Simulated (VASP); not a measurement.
A run of VASP 6.6.1 is set up as follows.

File INCAR:

```
SYSTEM = W2CN4
ALGO     = Normal         ! electronic algorithm
EDIFF    = 1E-7           ! SCF threshold, eV
EDIFFG   = -0.01          ! ionic threshold
ENCUT    = 600            ! plane-wave cutoff, eV
GGA      = PE             ! functional
IBRION   = 2              ! ionic algorithm
ISIF     = 3              ! what is computed and relaxed
ISMEAR   = 0              ! smearing method
LASPH    = .True.         ! aspherical terms in the spheres
LCHARG   = .False.        ! write CHGCAR
LREAL    = .False.        ! projectors in reciprocal space
LWAVE    = .False.        ! write WAVECAR
NELM     = 100            ! most SCF steps
NSW      = 100            ! ionic steps
PREC     = Accurate       ! precision mode
SIGMA    = 0.1            ! smearing width, eV
```

File KPOINTS:

```
k-points
0
Gamma
  8 8 8
  0 0 0
```

File POSCAR:

```
W2CN4
1.0
    0.0000000000      3.9709947348      3.9709947348
    3.9709947348      0.0000000000      3.9709947348
    3.9709947348      3.9709947348      0.0000000000
W C N
4 2 8
Direct
    0.6250000000      0.1250000000      0.6250000000
    0.6250000000      0.6250000000      0.1250000000
    0.1250000000      0.6250000000      0.6250000000
    0.6250000000      0.6250000000      0.6250000000
    0.0000000000      0.0000000000      0.0000000000
    0.2500000000      0.2500000000      0.2500000000
    0.8908663102      0.8908663102      0.3274010693
    0.8908663102      0.3274010693      0.8908663102
    0.3274010693      0.8908663102      0.8908663102
    0.8908663102      0.8908663102      0.8908663102
    0.3591336898      0.9225989307      0.3591336898
    0.3591336898      0.3591336898      0.9225989307
    0.3591336898      0.3591336898      0.3591336898
    0.9225989307      0.3591336898      0.3591336898
```

Potentials or basis: VASP PAW PBE potentials, release 64 (W_sv, C, N).

Launch:

```bash
$ cat potpaw_PBE.64/W_sv/POTCAR potpaw_PBE.64/C/POTCAR potpaw_PBE.64/N/POTCAR > POTCAR
$ mpirun -np 1 vasp_std > vasp.out
```

(1) Predict the band gap on the k mesh.

(2) What does it give for the relaxed volume?

(3) What does it give for the space group after relaxing (to 0.1 Å)?

Results:

(1) zero (bands 52 and 53 overlap by 1.55 eV).

(2) 8.97 Å³/atom.

(3) Fd-3m (No. 227).

Caveat: spin-orbit coupling is left out, which moves the levels of the heavy elements.
